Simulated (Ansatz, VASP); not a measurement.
## Hf8Si13 in VASP and in Ansatz

File INCAR:

```
ALGO = Normal
EDIFF = 1E-7
EDIFFG = -0.04
ENCUT = 500
GGA = PS
GGA_COMPAT = F
IBRION = 2
ISIF = 3
ISMEAR = 0
ISYM = 0
LASPH = T
LCHARG = F
LREAL = F
LWAVE = F
NELM = 120
NELMIN = 4
NSW = 45
PREC = Accurate
SIGMA = 0.1
```

The input KPOINTS:

```
k-points
0
Gamma
  3 3 3
```

POSCAR

```
Hf8Si13
1.0
   -0.0190642646      0.0216814168      7.1127888652
   -7.3904849172     -0.0069196144      0.0191372374
    1.8408224745     -7.1015506458     -0.0261685743
Hf Si
8 13
Direct
    0.1262832305      0.4538057907      0.7871635453
    0.6244334670      0.4257314544      0.7935603681
    0.1262951012      0.9469741063      0.7962133380
    0.6273180575      0.9735215045      0.7994653498
    0.3706327213      0.0439813052      0.1948554629
    0.8749177576      0.0421828948      0.1995443772
    0.3703049638      0.5522193838      0.2044362172
    0.8776375343      0.5579168305      0.2091979879
    0.6272549266      0.2833084968      0.1192305253
    0.1245684593      0.7692748791      0.0914248686
    0.6239135008      0.7769786593      0.1289923110
    0.3529896461      0.2349598904      0.9211243357
    0.9042184279      0.2377407638      0.9322953265
    0.3917088547      0.7170964542      0.8731858377
    0.8600488915      0.7154899129      0.8753730240
    0.1287070961      0.1209353065      0.4952820442
    0.6249200640      0.1245651097      0.4928511253
    0.1292227889      0.6283100675      0.4995630311
    0.3729456459      0.3682736737      0.4901843615
    0.3748042574      0.8817235641      0.4978438514
    0.8754679551      0.8801349007      0.5007154555
```

Input for Ansatz:

```yaml
crystal:
  lattice:
    - [-0.0190642646, 0.0216814168, 7.1127888652]
    - [-7.3904849172, -0.0069196144, 0.0191372374]
    - [1.8408224745, -7.1015506458, -0.0261685743]
  atoms:
    - { symbol: Hf, position: [0.1262832305, 0.4538057907, 0.7871635453] }
    - { symbol: Hf, position: [0.624433467, 0.4257314544, 0.7935603681] }
    - { symbol: Hf, position: [0.1262951012, 0.9469741063, 0.796213338] }
    - { symbol: Hf, position: [0.6273180575, 0.9735215045, 0.7994653498] }
    - { symbol: Hf, position: [0.3706327213, 0.0439813052, 0.1948554629] }
    - { symbol: Hf, position: [0.8749177576, 0.0421828948, 0.1995443772] }
    - { symbol: Hf, position: [0.3703049638, 0.5522193838, 0.2044362172] }
    - { symbol: Hf, position: [0.8776375343, 0.5579168305, 0.2091979879] }
    - { symbol: Si, position: [0.6272549266, 0.2833084968, 0.1192305253] }
    - { symbol: Si, position: [0.1245684593, 0.7692748791, 0.0914248686] }
    - { symbol: Si, position: [0.6239135008, 0.7769786593, 0.128992311] }
    - { symbol: Si, position: [0.3529896461, 0.2349598904, 0.9211243357] }
    - { symbol: Si, position: [0.9042184279, 0.2377407638, 0.9322953265] }
    - { symbol: Si, position: [0.3917088547, 0.7170964542, 0.8731858377] }
    - { symbol: Si, position: [0.8600488915, 0.7154899129, 0.875373024] }
    - { symbol: Si, position: [0.1287070961, 0.1209353065, 0.4952820442] }
    - { symbol: Si, position: [0.624920064, 0.1245651097, 0.4928511253] }
    - { symbol: Si, position: [0.1292227889, 0.6283100675, 0.4995630311] }
    - { symbol: Si, position: [0.3729456459, 0.3682736737, 0.4901843615] }
    - { symbol: Si, position: [0.3748042574, 0.8817235641, 0.4978438514] }
    - { symbol: Si, position: [0.8754679551, 0.8801349007, 0.5007154555] }
  symmetry: { detect: false }
basis:
  ecutwfc: 420
kpoints:
  mp_grid: { grid: [3, 3, 3] }
hamiltonian:
  xc: pbesol
scf:
  occupations: { method: gaussian, width: 0.1 }
  lower_state_search: "off"
output:
  forces: true
  stress: true
  eigenvalues: true
relax:
  adjacent_minimum: "off"
  f_tol: 0.04
  max_steps: 25
  cell: { stress_tol: 0.3 }
```

Alike in both runs: task relaxation of cell and atoms; functional PBEsol; k mesh 3 × 3 × 3; occupations gaussian, width 0.1 eV; no spin polarisation.

```csv
,VASP,Ansatz
version,VASP 6.6.1,Ansatz 0.2.0
potentials or method,"VASP PAW PBE potentials, release 64 (Hf_pv, Si), cutoff 500 eV","scalar-relativistic, plane waves, PAW"
valence electrons in the cell,132,260
```

```tsv
	VASP	Ansatz	Ansatz less VASP
gap on the k mesh at the Fermi level, each at its own relaxed structure (eV)	none	none	-
relaxed volume (Å³/atom)	17.81	17.78	-0.029
relaxed length of the cell vector where the two differ most in proportion (Å)	7.313	7.304	-0.0086
```

VASP's potentials were made for PBE, not for PBEsol. A gap of «none» marks a metal or a gap that the smearing closes. VASP's potentials hold 132 valence electrons a cell and Ansatz's 260, so a difference there can come from the potentials and not from the codes.

Neither program's run includes spin-orbit coupling.
